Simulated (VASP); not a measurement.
Wanted: the native input for a VASP 6.6.1 run.

- Task: single point
- Functional: PBEsol
- Potentials or basis: VASP PAW PBE potentials, release 64 (Li_sv, F)
- Cutoff: 520 eV
- k mesh: 10 × 10 × 10
- Occupations: fermi-dirac, width 0.02 eV
- Spin: no spin polarisation
- Dipole correction: no
- Further INCAR settings: ALGO = Normal; EDIFF = 1e-06; NBANDS = 12

The structure of LiF lies in POSCAR:

```
LiF
1.0
    0.0000000000      2.0040459366      2.0040459366
    2.0040459366      0.0000000000      2.0040459366
    2.0040459366      2.0040459366      0.0000000000
Li F
1 1
Direct
    0.0000000000      0.0000000000      0.0000000000
    0.5000000000      0.5000000000      0.5000000000
```

These files were run (other wordings do the same):

INCAR

```
PREC = Accurate
ENCUT = 520
EDIFF = 1E-6
ISMEAR = -1
SIGMA = 0.02
LREAL = F
LASPH = T
NELM = 60
ALGO = Normal
ISIF = 2
LWAVE = F
LCHARG = F
GGA = PS
NBANDS = 12
```

KPOINTS

```
regular mesh
0
Gamma
  10 10 10
```

Potentials or basis: VASP PAW PBE potentials, release 64 (Li_sv, F).

Run with:

```bash
$ cat potpaw_PBE.64/Li_sv/POTCAR potpaw_PBE.64/F/POTCAR > POTCAR
$ mpirun -np 1 vasp_std > vasp.out
```

Results of the run:

| Property | Result |
| --- | --- |
| Band gap on the k mesh | 9.05 eV |

Wall time 5.8 s on 1 thread of Intel(R) Xeon(R) Platinum 8488C (Sapphire Rapids) (shared host), peak memory 0.13 GiB.
